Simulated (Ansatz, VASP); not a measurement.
## Two plane-wave programs on CdS4

```xyz
5
Lattice="4.8392 0.0000 0.0000 0.0000 4.8392 0.0000 0.0000 0.0000 4.9895" Properties=species:S:1:pos:R:3 pbc="T T T"
Cd    0.0000    0.0000    2.4947
S     0.0000    2.4196    0.9894
S     2.4196    0.0000    0.9894
S     0.0000    2.4196    4.0001
S     2.4196    0.0000    4.0001
```

Alike in both runs: functional PBE; k mesh 8 × 8 × 8; occupations gaussian, width 0.1 eV; no spin polarisation.

Ansatz relaxed the structure, and its values are those at the end. VASP's run is a single point on that final structure, the one shown.

|  | VASP | Ansatz |
| --- | --- | --- |
| version | VASP 6.6.1 | Ansatz 0.2.0 |
| potentials or method | VASP PAW PBE potentials, release 64 (Cd_sv_GW, S), cutoff 630 eV | scalar-relativistic, plane waves, PAW |
| valence electrons in the cell | 44 | 44 |

|  | VASP | Ansatz | Ansatz less VASP |
| --- | --- | --- | --- |
| gap on the k mesh at the Fermi level (eV) | none | none | - |
| pressure (GPa) | -0.4 | 0.0 | +0.38 |
| rms of the force components (eV/Å) | 0.088 | 0.001 | -0.0865 |

A gap of «none» marks a metal or a gap that the smearing closes.
